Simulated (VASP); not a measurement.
Input of a VASP 6.6.1 run:

INCAR

```
SYSTEM = WI2O2
ALGO = Normal
EDIFF = 1E-8
ENCUT = 520
GGA = PE
ISIF = 2
ISMEAR = -1
LASPH = .True.
LCHARG = .False.
LEFG = .True.
LREAL = .False.
LWAVE = .False.
NBANDS = 28
NELM = 100
PREC = Accurate
SIGMA = 0.02
```

KPOINTS

```
k-points
0
Gamma
  8 8 8
  0 0 0
```

Contents of POSCAR:

```
WI2O2
1.0
   -1.8742000000      1.9524500000      8.3141500000
    1.8742000000     -1.9524500000      8.3141500000
    1.8742000000      1.9524500000     -8.3141500000
W I O
1 2 2
Direct
    0.0000000000      0.0000000000      0.0000000000
    0.1607200000      0.1607200000      0.0000000000
    0.8392800000      0.8392800000      0.0000000000
    0.5000000000      0.0000000000      0.5000000000
    0.0000000000      0.5000000000      0.5000000000
```

Potentials or basis: VASP PAW PBE potentials, release 64 (W_sv, I, O).

Run with:

```console
$ cat potpaw_PBE.64/W_sv/POTCAR potpaw_PBE.64/I/POTCAR potpaw_PBE.64/O/POTCAR > POTCAR
$ mpirun -np 1 vasp_std > vasp.out
```

What does it give for the largest force?

0.376 eV/Å.

Estimate the band gap on the k mesh.

zero (bands 20 and 21 overlap by 0.56 eV).

What does it give for the pressure?

2.4 GPa.

Stress tensor (GPa, compression positive):
```
 7.08  0.00  0.00
 0.00 -4.43  0.00
 0.00  0.00  4.50
```

Caveat: without QUAD_EFG the Cq values of the log hold for a quadrupole moment of 1 mb, not for the nuclei; spin-orbit coupling is left out, which moves the levels of the heavy elements.
